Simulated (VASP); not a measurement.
# TiBe2H6 (Fm-3m) in VASP: a series of runs

TiBe2H6 is run at these levels: PBE; tasks: single point, relaxation of cell and atoms.

All numbers are computed with VASP 6.6.1; they aren't measurements. Logs are shortened: lines on timing, memory, paths and dates and some standing lists are left out, and cuts for length are marked.

## Step 1: The cell of the first run

Symmetry: Fm-3m, No. 225, cubic system. Conventional cell: a = 6.179 Å, b = 6.179 Å, c = 6.179 Å, α = 90.00°, β = 90.00°, γ = 90.00°. Within 2.9 Å of Ti (site symmetry m-3m) lie 12 H at 2.18 Å and 8 Be at 2.68 Å. Be (site symmetry -43m) has 6 H at 1.54 Å within 2.1 Å. Within 2.1 Å of H (site symmetry mmm) lie 2 Be at 1.54 Å.

## Step 2: Single point, PBE (atoms taken out)

INCAR reads:

```
PREC = Accurate
ENCUT = 520
EDIFF = 1E-6
ISMEAR = 0
SIGMA = 0.1
LREAL = F
LASPH = T
NELM = 60
ALGO = Normal
ISIF = 2
LWAVE = F
LCHARG = T
GGA = PE
LELF = T
LVHAR = T
NBANDS = 21
```

KPOINTS reads:

```
regular mesh
0
Gamma
  4 4 4
```

POSCAR reads:

```
TiBe2H6
1.0
    0.0000000000      3.0896777869      3.0896777869
    3.0896777869      0.0000000000      3.0896777869
    3.0896777869      3.0896777869      0.0000000000
Ti Be H
1 2 6
Direct
    0.0000000000      0.0000000000      0.0000000000
    0.7500000000      0.7500000000      0.7500000000
    0.2500000000      0.2500000000      0.2500000000
    0.5000000000      0.0000000000      0.0000000000
    0.0000000000      0.5000000000      0.5000000000
    0.0000000000      0.5000000000      0.0000000000
    0.5000000000      0.0000000000      0.5000000000
    0.0000000000      0.0000000000      0.5000000000
    0.5000000000      0.5000000000      0.0000000000
```

Potentials or basis: VASP PAW PBE potentials, release 64 (Ti_sv, Be, H).

Launch:

```
$ cat potpaw_PBE.64/Ti_sv/POTCAR potpaw_PBE.64/Be/POTCAR potpaw_PBE.64/H/POTCAR > POTCAR
$ mpirun -np 1 vasp_std > vasp.out
```

OUTCAR:

```text
PREC = Accurate
   ENCUT = 520
   EDIFF = 1E-6
   ISMEAR = 0
   LREAL = F
   LASPH = T
   NELM = 60
   ISIF = 2
   GGA = PE

 ion  position               nearest neighbor table
   1  0.000  0.000  0.000-
   2  0.750  0.750  0.750-   4 1.54   5 1.54   6 1.54   7 1.54   8 1.54   9 1.54
   3  0.250  0.250  0.250-   4 1.54   5 1.54   6 1.54   7 1.54   8 1.54   9 1.54
   4  0.500  0.000  0.000-   2 1.54   3 1.54
   5  0.000  0.500  0.500-   2 1.54   3 1.54
   6  0.000  0.500  0.000-   2 1.54   3 1.54
   7  0.500  0.000  0.500-   2 1.54   3 1.54
   8  0.000  0.000  0.500-   2 1.54   3 1.54
   9  0.500  0.500  0.000-   2 1.54   3 1.54

  LATTYP: Found a face centered cubic cell.
 ALAT       =     6.1793555738

  Lattice vectors:

 A1 = (   0.0000000000,   3.0896777869,   3.0896777869)
 A2 = (   3.0896777869,   0.0000000000,   3.0896777869)
 A3 = (   3.0896777869,   3.0896777869,   0.0000000000)

Analysis of symmetry for initial positions (statically):
=====================================================================
 Subroutine PRICEL returns:
 Original cell was already a primitive cell.

 Routine SETGRP: Setting up the symmetry group for a
 face centered cubic supercell.

 Subroutine GETGRP returns: Found 48 space group operations
 (whereof 48 operations were pure point group operations)
 out of a pool of 48 trial point group operations.

The static configuration has the point symmetry O_h .

Analysis of symmetry for dynamics (positions and initial velocities):
=====================================================================
 Subroutine PRICEL returns:
 Original cell was already a primitive cell.

 Routine SETGRP: Setting up the symmetry group for a
 face centered cubic supercell.

 Subroutine GETGRP returns: Found 48 space group operations
 (whereof 48 operations were pure point group operations)
 out of a pool of 48 trial point group operations.

The dynamic configuration has the point symmetry O_h .

 Subroutine INISYM returns: Found 48 space group operations
 (whereof 48 operations are pure point group operations),
 and found     1 'primitive' translations

----------------------------------------------------------------------------------------

                                     Primitive cell

  volume of cell :      58.9888

  direct lattice vectors                    reciprocal lattice vectors
     0.000000000  3.089677787  3.089677787    -0.161829173  0.161829173  0.161829173
     3.089677787  0.000000000  3.089677787     0.161829173 -0.161829173  0.161829173
     3.089677787  3.089677787  0.000000000     0.161829173  0.161829173 -0.161829173

  length of vectors
     4.369464230  4.369464230  4.369464230     0.280296349  0.280296349  0.280296349

  position of ions in fractional coordinates (direct lattice)
     0.000000000  0.000000000  0.000000000
     0.750000000  0.750000000  0.750000000
     0.250000000  0.250000000  0.250000000
     0.500000000  0.000000000  0.000000000
     0.000000000  0.500000000  0.500000000
     0.000000000  0.500000000  0.000000000
     0.500000000  0.000000000  0.500000000
     0.000000000  0.000000000  0.500000000
     0.500000000  0.500000000  0.000000000

  ion indices of the primitive-cell ions
   primitive index   ion index
                 1           1
                 2           2
                 3           3
                 4           4
                 5           5
                 6           6
                 7           7
                 8           8
                 9           9

----------------------------------------------------------------------------------------

 KPOINTS: regular mesh

Automatic generation of k-mesh.
 Grid dimensions read from file:
 generate k-points for:    4    4    4

 Generating k-lattice:

  Cartesian coordinates                     Fractional coordinates (reciprocal lattice)
    -0.040457293  0.040457293  0.040457293     0.250000000  0.000000000  0.000000000
     0.040457293 -0.040457293  0.040457293     0.000000000  0.250000000  0.000000000
     0.040457293  0.040457293 -0.040457293     0.000000000  0.000000000  0.250000000

  Length of vectors
     0.070074087  0.070074087  0.070074087

  Shift w.r.t. Gamma in fractional coordinates (k-lattice)
     0.000000000  0.000000000  0.000000000

 Subroutine IBZKPT returns following result:
 ===========================================

 Found      8 irreducible k-points:

 Following reciprocal coordinates:
            Coordinates               Weight
  0.000000  0.000000  0.000000      1.000000
  0.250000  0.000000  0.000000      8.000000
  0.500000  0.000000  0.000000      4.000000
  0.250000  0.250000  0.000000      6.000000
  0.500000  0.250000  0.000000     24.000000
 -0.250000  0.250000  0.000000     12.000000
  0.500000  0.500000  0.000000      3.000000
 -0.250000  0.500000  0.250000      6.000000
   k-points           NKPTS =      8   k-points in BZ     NKDIM =      8   number of bands    NBANDS=     21
   number of dos      NEDOS =    301   number of ions     NIONS =      9
   total plane-waves  NPLWV =  32768
   dimension x,y,z NGX =    32 NGY =   32 NGZ =   32
   dimension x,y,z NGXF=    64 NGYF=   64 NGZF=   64
   ions per type =               1   2   6
   NGX,Y,Z   is equivalent  to a cutoff of  12.18, 12.18, 12.18 a.u.
   NGXF,Y,Z  is equivalent  to a cutoff of  24.35, 24.35, 24.35 a.u.
 SYSTEM =  unknown system
   PREC   = accura    normal or accurate (medium, high low for compatibility)
   ISTART =      0    job   : 0-new  1-cont  2-samecut
   ICHARG =      2    charge: 1-file 2-atom 10-const
   ISPIN  =      1    spin polarized calculation?
   LNONCOLLINEAR =      F non collinear calculations
   LSORBIT =      F    spin-orbit coupling
   LASPH  =      T    aspherical Exc in radial PAW
   ENCUT  =  520.0 eV  38.22 Ry    6.18 a.u.   8.12  8.12  8.12*2*pi/ulx,y,z
   NELM   =     60;   NELMIN=  2; NELMDL= -5     # of ELM steps
   EDIFF  = 0.1E-05   stopping-criterion for ELM
   LREAL  =      F    real-space projection
   EDIFFG = 0.1E-04   stopping-criterion for IOM
   NSW    =      0    number of steps for IOM
   IBRION =     -1    ionic relax: 0-MD 1-quasi-New 2-CG
   NFREE  =      0    steps in history (QN), initial steepest desc. (CG)
   ISIF   =      2    stress and relaxation
   ISYM   =      2    0-nonsym 1-usesym 2-fastsym
   POTIM  = 0.5000    time-step for ionic-motion
   TEBEG  =    0.0;   TEEND  =   0.0 temperature during run
   PSTRESS=    0.0 pullay stress
   NELECT =      22.0000    total number of electrons
   NUPDOWN=      -1.0000    fix difference up-down
   EMIN   =  10.00;   EMAX   =-10.00  energy-range for DOS
   EFERMI =   0.00;   METHOD = LEGACY
   ISMEAR =     0;   SIGMA  =   0.10  broadening in eV -4-tet -1-fermi 0-gaus
   EFERMI_NEDOS =   21; number of points for ismear=-14 and -15
   IALGO  =     38    algorithm
   IMIX   =      4    mixing-type and parameters
     AMIX     =   0.40;   BMIX     =  1.00
     AMIX_MAG =   1.60;   BMIX_MAG =  1.00
  volume/ion in A,a.u.               =       6.55        44.23
  Fermi-wavevector in a.u.,A,eV,Ry     =   1.178399  2.226852 18.893394  1.388625
  Thomas-Fermi vector in A             =   2.314729
   LORBIT       =      0    0 simple, 1 ext, 2 COOP (PROOUT), +10 PAW based schemes
   GGA     = PE    functional components
   LHFCALC =     F    Hartree Fock is set to
   AEXX    =    0.0000 exact exchange contribution
   IVDW    =     0    specifies the selected vdW correction
   LEPSILON=     F    determine dielectric tensor
   LRPA    =     F    only Hartree local field effects (RPA)
 non-spin polarized calculation
 Gauss-broadening in eV      SIGMA  =   0.10
  energy-cutoff  :      520.00
  volume of cell :       58.99
 maximum number of plane-waves:      1639
   NGX = 17   NGY = 17   NGZ = 17

 number of electron      21.9999997 magnetization

 Free energy of the ion-electron system (eV)
  ---------------------------------------------------
  ext. energy  EPLUGINS =         0.00000000
  ---------------------------------------------------
  free energy    TOTEN  =       -35.05595375 eV

  energy without entropy =      -35.01831642  energy(sigma->0) =      -35.03713508

 E-fermi :   5.4168     XC(G=0):  -9.9291

 val. band max:        5.3580161889   @ k =  -0.2500   0.2500   0.0000
 cond. band min:       5.4255030478   @ k =  -0.2500   0.2500   0.0000
 fundamental gap:      0.0674868589
 Fermi energy:         5.4167578511

 k-point     1 :       0.0000    0.0000    0.0000
  band No.  band energies     occupation
      1     -52.1909      2.00000
      2     -28.4925      2.00000
      3     -28.4925      2.00000
      4     -28.4925      2.00000
      5      -6.7953      2.00000
      6      -1.4869      2.00000
[... 13 lines left out ...]
     20       9.4395      0.00000
     21       9.4395      0.00000

 k-point     2 :       0.2500    0.0000    0.0000
  band No.  band energies     occupation
      1     -52.1906      2.00000
      2     -28.5012      2.00000
      3     -28.4942      2.00000
      4     -28.4942      2.00000
      5      -6.1802      2.00000
      6      -2.5072      2.00000
[... 13 lines left out ...]
     20      10.8723      0.00000
     21      11.1533      0.00000

 k-point     3 :       0.5000    0.0000    0.0000
  band No.  band energies     occupation
      1     -52.1903      2.00000
      2     -28.5098      2.00000
      3     -28.4959      2.00000
      4     -28.4959      2.00000
      5      -4.7347      2.00000
      6      -4.2954      2.00000
[... 13 lines left out ...]
     20      13.0715      0.00000
     21      13.4171      0.00000

 k-point     4 :       0.2500    0.2500    0.0000
  band No.  band energies     occupation
      1     -52.1905      2.00000
      2     -28.5009      2.00000
      3     -28.4964      2.00000
      4     -28.4963      2.00000
      5      -5.9687      2.00000
      6      -1.7459      2.00000
[... 13 lines left out ...]
     20      12.0042      0.00000
     21      12.4100      0.00000

 k-point     5 :       0.5000    0.2500    0.0000
  band No.  band energies     occupation
      1     -52.1902      2.00000
      2     -28.5072      2.00000
      3     -28.5003      2.00000
      4     -28.4981      2.00000
      5      -4.6638      2.00000
      6      -3.3838      2.00000
[... 13 lines left out ...]
     20      12.6002      0.00000
     21      14.6387      0.00000

 k-point     6 :      -0.2500    0.2500    0.0000
  band No.  band energies     occupation
      1     -52.1903      2.00000
      2     -28.5052      2.00000
      3     -28.5005      2.00000
      4     -28.4959      2.00000
      5      -5.2119      2.00000
      6      -3.0324      2.00000
[... 13 lines left out ...]
     20      12.4180      0.00000
     21      14.1443      0.00000

 k-point     7 :       0.5000    0.5000    0.0000
  band No.  band energies     occupation
      1     -52.1901      2.00000
      2     -28.5092      2.00000
      3     -28.5002      2.00000
      4     -28.5002      2.00000
      5      -4.0635      2.00000
      6      -3.0133      2.00000
[... 13 lines left out ...]
     20      13.6417      0.00000
     21      13.9179      0.00000

 k-point     8 :      -0.2500    0.5000    0.2500
  band No.  band energies     occupation
      1     -52.1901      2.00000
      2     -28.5047      2.00000
      3     -28.5047      2.00000
      4     -28.5002      2.00000
      5      -3.5067      2.00000
      6      -3.5067      2.00000
[... 13 lines left out ...]
     20      12.1392      0.00000
     21      12.1392      0.00000

------------------------ aborting loop because EDIFF is reached ----------------------------------------

  FORCE on cell =-STRESS in cart. coord.  units (eV):
  Direction    XX          YY          ZZ          XY          YZ          ZX
  --------------------------------------------------------------------------------------
  -------------------------------------------------------------------------------------
  Total       -0.1613739     -0.1613739     -0.1613739     -0.0000000     -0.0000000     -0.0000000
  in kB       -4.3830275     -4.3830275     -4.3830275     -0.0000000     -0.0000000     -0.0000000
  external PRESSURE =      -4.3830275 kB  Pullay stress =       0.0000000 kB

 VOLUME and BASIS-vectors are now :
 -----------------------------------------------------------------------------
  energy-cutoff  :      520.00
  volume of cell :       58.99
      direct lattice vectors                 reciprocal lattice vectors
     0.000000000  3.089677787  3.089677787    -0.161829173  0.161829173  0.161829173
     3.089677787  0.000000000  3.089677787     0.161829173 -0.161829173  0.161829173
     3.089677787  3.089677787  0.000000000     0.161829173  0.161829173 -0.161829173

 POSITION                                       TOTAL-FORCE (eV/Angst)
 -----------------------------------------------------------------------------------
      0.00000      0.00000      0.00000         0.000000     -0.000000      0.000000
      4.63452      4.63452      4.63452        -0.000000     -0.000000     -0.000000
      1.54484      1.54484      1.54484         0.000000      0.000000      0.000000
      0.00000      1.54484      1.54484         0.000000     -0.000000      0.000000
      3.08968      1.54484      1.54484         0.000000     -0.000000      0.000000
      1.54484      0.00000      1.54484         0.000000     -0.000000      0.000000
      1.54484      3.08968      1.54484         0.000000     -0.000000      0.000000
      1.54484      1.54484      0.00000         0.000000     -0.000000      0.000000
      1.54484      1.54484      3.08968         0.000000     -0.000000      0.000000
 -----------------------------------------------------------------------------------
    total drift:                                0.000000     -0.000000      0.000000

  FREE ENERGIE OF THE ION-ELECTRON SYSTEM (eV)
  ---------------------------------------------------
  free  energy   TOTEN  =       -35.0559537457 eV

  energy  without entropy=      -35.0183164209  energy(sigma->0) =      -35.03713508
```

Run time: 15 s. Hardware: 1 thread of AMD EPYC 7R43 (Zen 3), shared host; peak memory 0.14 GiB.

What came out:

| Item | Value |
| --- | --- |
| Free energy | -35.0560 eV |
| Pressure | -0.4 GPa |
| Band gap on the k mesh | zero (bands 11 and 12 overlap by 1.22 eV) |

Caveat: the k points lie up to 0.44 Å⁻¹ apart, too coarse for converged energies and pressures of a metal; the cell differs from its parent crystal (atoms taken out).

(Part 1 of 2 ends here.)
